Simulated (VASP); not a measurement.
# Zn in VASP: further runs

The runs below take Zn through single point, with PBE.

Program: VASP 6.6.1. These are calculated values, not measurements. Logs are shortened: lines on timing, memory, paths and dates and some standing lists are left out, and cuts for length are marked.

## Step 1: The cell of the first run

The cell holds a slab with vacuum, 6 atoms: a = 2.636 Å, b = 2.636 Å, c = 28.731 Å, α = 90.00°, β = 90.00°, γ = 120.00°.

## Step 2: Single point, PBE

The input, INCAR:

```
SYSTEM = Zn
  PREC = Accurate
  ENCUT = 520
  EDIFF = 1E-6
  ISMEAR = -1
  SIGMA = 0.08
  LREAL = .FALSE.
  LASPH = .TRUE.
  NELM = 80
  ALGO = Normal
  ISIF = 2
  LWAVE = .FALSE.
  LCHARG = .TRUE.
  LDIPOL = .TRUE.
  IDIPOL = 3
  DIPOL = 0.5 0.5 0.500
  GGA = PE
  LELF = .TRUE.
  LVHAR = .TRUE.
  LVACPOTAV = .TRUE.
  NBANDS = 45
```

The input, KPOINTS:

```
regular mesh
0
G
  16 16 1
  0 0 0
```

The input, POSCAR:

```
Zn
1.0
    2.6356265364      0.0000000000      0.0000000000
   -1.3178132682      2.2825195354      0.0000000000
    0.0000000000      0.0000000000     28.7313000000
Zn
6
Direct
    0.8333333330      0.1666666670      0.2784412306
    0.1666666670      0.8333333330      0.3670647384
    0.8333333330      0.1666666670      0.4556882461
    0.1666666670      0.8333333330      0.5443117539
    0.8333333330      0.1666666670      0.6329352616
    0.1666666670      0.8333333330      0.7215587694
```

Potentials or basis: VASP PAW PBE potentials, release 64 (Zn).

On the command line:

```sh
$ cat potpaw_PBE.64/Zn/POTCAR > POTCAR
$ mpirun -np 1 vasp_std > vasp.out
```

OUTCAR:

```text
SYSTEM = Zn
   PREC = Accurate
   ENCUT = 520
   EDIFF = 1E-6
   ISMEAR = -1
   LREAL = .FALSE.
   LASPH = .TRUE.
   NELM = 80
   ISIF = 2
   GGA = PE

 ion  position               nearest neighbor table
   1  0.833  0.167  0.278-   2 2.97   2 2.97   2 2.97
   2  0.167  0.833  0.367-   3 2.97   3 2.97   3 2.97   1 2.97   1 2.97   1 2.97
   3  0.833  0.167  0.456-   2 2.97   2 2.97   2 2.97   4 2.97   4 2.97   4 2.97
   4  0.167  0.833  0.544-   5 2.97   5 2.97   5 2.97   3 2.97   3 2.97   3 2.97
   5  0.833  0.167  0.633-   4 2.97   4 2.97   4 2.97   6 2.97   6 2.97   6 2.97
   6  0.167  0.833  0.722-   5 2.97   5 2.97   5 2.97

  LATTYP: Found a hexagonal cell.
 ALAT       =     2.6356265364
 C/A-ratio  =    10.9011271526

  Lattice vectors:

 A1 = (   2.6356265364,   0.0000000000,   0.0000000000)
 A2 = (  -1.3178132682,   2.2825195354,   0.0000000000)
 A3 = (   0.0000000000,   0.0000000000,  28.7313000000)

Analysis of symmetry for initial positions (statically):
=====================================================================
 Subroutine PRICEL returns:
 Original cell was already a primitive cell.

 Routine SETGRP: Setting up the symmetry group for a
 hexagonal supercell.

 Subroutine GETGRP returns: Found 12 space group operations
 (whereof  4 operations were pure point group operations)
 out of a pool of 24 trial point group operations.

The static configuration has the point symmetry C_2h.
 The point group associated with its full space group is D_3d.

Analysis of symmetry for dynamics (positions and initial velocities):
=====================================================================
 Subroutine PRICEL returns:
 Original cell was already a primitive cell.

 Routine SETGRP: Setting up the symmetry group for a
 hexagonal supercell.

 Subroutine GETGRP returns: Found 12 space group operations
 (whereof  4 operations were pure point group operations)
 out of a pool of 24 trial point group operations.

The dynamic configuration has the point symmetry C_2h.
 The point group associated with its full space group is D_3d.

 Subroutine INISYM returns: Found 12 space group operations
 (whereof  4 operations are pure point group operations),
 and found     1 'primitive' translations

----------------------------------------------------------------------------------------

                                     Primitive cell

  volume of cell :     172.8437

  direct lattice vectors                    reciprocal lattice vectors
     2.635626536  0.000000000  0.000000000     0.379416426  0.219056176  0.000000000
    -1.317813268  2.282519535  0.000000000     0.000000000  0.438112351  0.000000000
     0.000000000  0.000000000 28.731300000     0.000000000  0.000000000  0.034805247

  length of vectors
     2.635626536  2.635626536 28.731300000     0.438112351  0.438112351  0.034805247

  position of ions in fractional coordinates (direct lattice)
     0.833333333  0.166666667  0.278441231
     0.166666667  0.833333333  0.367064738
     0.833333333  0.166666667  0.455688246
     0.166666667  0.833333333  0.544311754
     0.833333333  0.166666667  0.632935262
     0.166666667  0.833333333  0.721558769

  ion indices of the primitive-cell ions
   primitive index   ion index
                 1           1
                 2           2
                 3           3
                 4           4
                 5           5
                 6           6

----------------------------------------------------------------------------------------

 KPOINTS: regular mesh

Automatic generation of k-mesh.
 Grid dimensions read from file:
 generate k-points for:   16   16    1

 Generating k-lattice:

  Cartesian coordinates                     Fractional coordinates (reciprocal lattice)
     0.023713527  0.013691011  0.000000000     0.062500000  0.000000000  0.000000000
     0.000000000  0.027382022  0.000000000     0.000000000  0.062500000  0.000000000
     0.000000000  0.000000000  0.034805247     0.000000000  0.000000000  1.000000000

  Length of vectors
     0.027382022  0.027382022  0.034805247

  Shift w.r.t. Gamma in fractional coordinates (k-lattice)
     0.000000000  0.000000000  0.000000000

 Subroutine IBZKPT returns following result:
 ===========================================

 Found     30 irreducible k-points:

 Following reciprocal coordinates:
            Coordinates               Weight
  0.000000  0.000000  0.000000      1.000000
  0.062500  0.000000  0.000000      6.000000
  0.125000  0.000000  0.000000      6.000000
  0.187500  0.000000  0.000000      6.000000
  0.250000  0.000000  0.000000      6.000000
  0.312500  0.000000  0.000000      6.000000
[... 16 lines left out ...]
  0.187500  0.187500  0.000000      6.000000
  0.250000  0.187500  0.000000     12.000000
 [... further k-points ...]
   k-points           NKPTS =     30   k-points in BZ     NKDIM =     30   number of bands    NBANDS=     45
   number of dos      NEDOS =    301   number of ions     NIONS =      6
   total plane-waves  NPLWV =  86400
   dimension x,y,z NGX =    20 NGY =   20 NGZ =  216
   dimension x,y,z NGXF=    40 NGYF=   40 NGZF=  432
   ions per type =               6
   NGX,Y,Z   is equivalent  to a cutoff of  12.62, 12.62, 12.50 a.u.
   NGXF,Y,Z  is equivalent  to a cutoff of  25.23, 25.23, 25.00 a.u.
 SYSTEM =  Zn
   PREC   = accura    normal or accurate (medium, high low for compatibility)
   ISTART =      0    job   : 0-new  1-cont  2-samecut
   ICHARG =      2    charge: 1-file 2-atom 10-const
   ISPIN  =      1    spin polarized calculation?
   LNONCOLLINEAR =      F non collinear calculations
   LSORBIT =      F    spin-orbit coupling
   LASPH  =      T    aspherical Exc in radial PAW
   ENCUT  =  520.0 eV  38.22 Ry    6.18 a.u.   4.90  4.90 53.42*2*pi/ulx,y,z
   NELM   =     80;   NELMIN=  2; NELMDL= -5     # of ELM steps
   EDIFF  = 0.1E-05   stopping-criterion for ELM
   LREAL  =      F    real-space projection
   EDIFFG = 0.1E-04   stopping-criterion for IOM
   NSW    =      0    number of steps for IOM
   IBRION =     -1    ionic relax: 0-MD 1-quasi-New 2-CG
   NFREE  =      0    steps in history (QN), initial steepest desc. (CG)
   ISIF   =      2    stress and relaxation
   ISYM   =      2    0-nonsym 1-usesym 2-fastsym
   POTIM  = 0.5000    time-step for ionic-motion
   TEBEG  =    0.0;   TEEND  =   0.0 temperature during run
   PSTRESS=    0.0 pullay stress
   NELECT =      72.0000    total number of electrons
   NUPDOWN=      -1.0000    fix difference up-down
   EMIN   =  10.00;   EMAX   =-10.00  energy-range for DOS
   EFERMI =   0.00;   METHOD = LEGACY
   ISMEAR =    -1;   SIGMA  =   0.08  broadening in eV -4-tet -1-fermi 0-gaus
   EFERMI_NEDOS =   21; number of points for ismear=-14 and -15
   IALGO  =     38    algorithm
   IMIX   =      4    mixing-type and parameters
     AMIX     =   0.40;   BMIX     =  1.00
     AMIX_MAG =   1.60;   BMIX_MAG =  1.00
  volume/ion in A,a.u.               =      28.81       194.40
  Fermi-wavevector in a.u.,A,eV,Ry     =   1.222647  2.310468 20.338885  1.494866
  Thomas-Fermi vector in A             =   2.357786
   LORBIT       =      0    0 simple, 1 ext, 2 COOP (PROOUT), +10 PAW based schemes
   GGA     = PE    functional components
   LHFCALC =     F    Hartree Fock is set to
   AEXX    =    0.0000 exact exchange contribution
   IVDW    =     0    specifies the selected vdW correction
   LEPSILON=     F    determine dielectric tensor
   LRPA    =     F    only Hartree local field effects (RPA)
 non-spin polarized calculation
  energy-cutoff  :      520.00
  volume of cell :      172.84
 maximum number of plane-waves:      4723
 NGX is ok and might be reduce to    20
   NGX =  9   NGY =  9   NGZ =107

 number of electron      72.0000028 magnetization

 dipolmoment           0.000000      0.000000      0.000000 electrons x Angstroem

 Free energy of the ion-electron system (eV)
  ---------------------------------------------------
  ext. energy  EPLUGINS =         0.00000000
  ---------------------------------------------------
  free energy    TOTEN  =        -6.41962348 eV

  energy without entropy =       -6.38685017  energy(sigma->0) =       -6.40323682

 E-fermi :  -0.3711     XC(G=0):  -6.6730

 val. band max:       -0.4534728338   @ k =   0.3750   0.2500   0.0000
 cond. band min:      -0.3533434500   @ k =   0.3750   0.1875   0.0000
 fundamental gap:      0.1001293837
 Fermi energy:        -0.3710505577

 k-point     1 :       0.0000    0.0000    0.0000
  band No.  band energies     occupation
      1     -10.4435      2.00000
      2     -10.0501      2.00000
      3      -9.5123      2.00000
      4      -9.0703      2.00000
      5      -8.8848      2.00000
      6      -8.8682      2.00000
[... 37 lines left out ...]
     44       6.1820      0.00000
     45       6.2500      0.00000

 k-point     2 :       0.0625    0.0000    0.0000
  band No.  band energies     occupation
      1     -10.3250      2.00000
      2      -9.9341      2.00000
      3      -9.4049      2.00000
      4      -8.9861      2.00000
      5      -8.8177      2.00000
      6      -8.8081      2.00000
[... 37 lines left out ...]
     44       6.2957      0.00000
     45       6.3613      0.00000

 k-point     3 :       0.1250    0.0000    0.0000
  band No.  band energies     occupation
      1      -9.9762      2.00000
      2      -9.5960      2.00000
      3      -9.1016      2.00000
      4      -8.7649      2.00000
      5      -8.6438      2.00000
      6      -8.6395      2.00000
[... 37 lines left out ...]
     44       6.6353      0.00000
     45       6.6929      0.00000

 k-point     4 :       0.1875    0.0000    0.0000
  band No.  band energies     occupation
      1      -9.4319      2.00000
      2      -9.0904      2.00000
      3      -8.7025      2.00000
      4      -8.5315      2.00000
      5      -8.4329      2.00000
      6      -8.4313      2.00000
[... 901 lines left out ...]
     44       5.9714      0.00000
     45       6.3522      0.00000

 k-point    23 :       0.1875    0.1875    0.0000
  band No.  band energies     occupation
      1      -8.2435      2.00000
      2      -8.2421      2.00000
      3      -8.2165      2.00000
      4      -8.1958      2.00000
      5      -8.1871      2.00000
      6      -8.1534      2.00000
[... 37 lines left out ...]
     44       6.7840      0.00000
     45       6.9167      0.00000

 k-point    24 :       0.2500    0.1875    0.0000
  band No.  band energies     occupation
      1      -8.2931      2.00000
      2      -8.2903      2.00000
      3      -8.2729      2.00000
      4      -8.2321      2.00000
      5      -8.2129      2.00000
      6      -8.1776      2.00000
[... 37 lines left out ...]
     44       5.8895      0.00000
     45       6.1822      0.00000

 [... further k-points ...]
[... 5 lines left out ...]
  --------------------------------------------------------------------------------------
  -------------------------------------------------------------------------------------
  Total       -0.3289048     -0.3289048     -0.5868195      0.0000000      0.0000000      0.0000000
  in kB       -3.0487872     -3.0487872     -5.4395310      0.0000000      0.0000000      0.0000000
  external PRESSURE =      -3.8457018 kB  Pullay stress =       0.0000000 kB

 VOLUME and BASIS-vectors are now :
 -----------------------------------------------------------------------------
  energy-cutoff  :      520.00
  volume of cell :      172.84
      direct lattice vectors                 reciprocal lattice vectors
     2.635626536  0.000000000  0.000000000     0.379416426  0.219056176  0.000000000
    -1.317813268  2.282519535  0.000000000     0.000000000  0.438112351  0.000000000
     0.000000000  0.000000000 28.731300000     0.000000000  0.000000000  0.034805247

 POSITION                                       TOTAL-FORCE (eV/Angst)
 -----------------------------------------------------------------------------------
      1.97672      0.38042      7.99998         0.000000      0.000000      0.013957
     -0.65891      1.90210     10.54625         0.000000      0.000000      0.071917
      1.97672      0.38042     13.09252         0.000000      0.000000     -0.058145
     -0.65891      1.90210     15.63878         0.000000     -0.000000      0.058145
      1.97672      0.38042     18.18505        -0.000000     -0.000000     -0.071917
     -0.65891      1.90210     20.73132        -0.000000      0.000000     -0.013957
 -----------------------------------------------------------------------------------
    total drift:                                0.000001     -0.000000      0.000000

  FREE ENERGIE OF THE ION-ELECTRON SYSTEM (eV)
  ---------------------------------------------------
  free  energy   TOTEN  =        -6.4196234752 eV

  energy  without entropy=       -6.3868501731  energy(sigma->0) =       -6.40323682

 vacuum level on the upper side and lower side of the slab         3.740         3.740
```

It took 3.9 min on 1 thread of AMD EPYC 9R14 (Zen 4), shared host; peak memory 0.33 GiB.

What came out:

```
Free energy            : -6.4196 eV
Largest force          : 0.072 eV/Å
Band gap on the k mesh : zero (bands 36 and 37 overlap by 4.15 eV)
```

Forces on the atoms (eV/Å):
```
Zn   0.000  0.000  0.014
Zn   0.000  0.000  0.072
Zn   0.000  0.000 -0.058
Zn   0.000  0.000  0.058
Zn   0.000  0.000 -0.072
Zn   0.000  0.000 -0.014
```

## Step 3: Single point, PBE

The input, INCAR:

```
SYSTEM = Zn
PREC = Accurate
ENCUT = 520
EDIFF = 1E-6
ISMEAR = -1
SIGMA = 0.08
LREAL = .False.
LASPH = .True.
NELM = 100
ALGO = Normal
ISIF = 2
LWAVE = .False.
LCHARG = .False.
LDIPOL = .True.
IDIPOL = 3
DIPOL = 0.5 0.5 0.500
GGA = PE
NBANDS = 45
```

The input, KPOINTS:

```
regular mesh
0
Gamma
  16 16 1
  0 0 0
```

The input, POSCAR:

```
Zn
1.0
    2.6356265364      0.0000000000      0.0000000000
   -1.3178132682      2.2825195354      0.0000000000
    0.0000000000      0.0000000000     28.7313000000
Zn
6
Direct
    0.8333333333      0.1666666667      0.2835601823
    0.1666666667      0.8333333333      0.3713961359
    0.8333333333      0.1666666667      0.4565703414
    0.1666666667      0.8333333333      0.5434296588
    0.8333333333      0.1666666667      0.6286038644
    0.1666666667      0.8333333333      0.7164398172
```

Potentials or basis: VASP PAW PBE potentials, release 64 (Zn).

On the command line:

```sh
$ cat potpaw_PBE.64/Zn/POTCAR > POTCAR
$ mpirun -np 1 vasp_std > vasp.out
```

Run time: 3.9 min. Hardware: 1 thread of AMD EPYC 9R14 (Zen 4), shared host; peak memory 0.33 GiB.

It converged, with:

```yaml
Free_energy: -6.4288 eV
Largest_force: 0.006 eV/Å
Band_gap_on_the_k_mesh: zero (bands 36 and 37 overlap by 4.02 eV)
```

Forces on the atoms (eV/Å):
```
Zn   0.000  0.000 -0.006
Zn   0.000  0.000 -0.006
Zn   0.000  0.000  0.000
Zn   0.000  0.000  0.000
Zn   0.000  0.000  0.006
Zn   0.000  0.000  0.006
```

Levels at points of the mesh, in eV from the Fermi level:
| k point | band 32 | band 33 | band 34 | band 35 | band 36 | band 37 | band 38 | band 39 | band 40 | band 41 |
| --- | --- | --- | --- | --- | --- | --- | --- | --- | --- | --- |
| (0.00, 0.00, 0.00) | -6.88 | -6.88 | -6.88 | -5.88 | -4.23 | -2.77 | -0.57 | 1.51 | 3.20 | 3.84 |
| (0.50, 0.00, 0.00) | -2.18 | -1.90 | -1.79 | -1.35 | -1.26 | 0.58 | 0.74 | 1.31 | 1.70 | 2.27 |
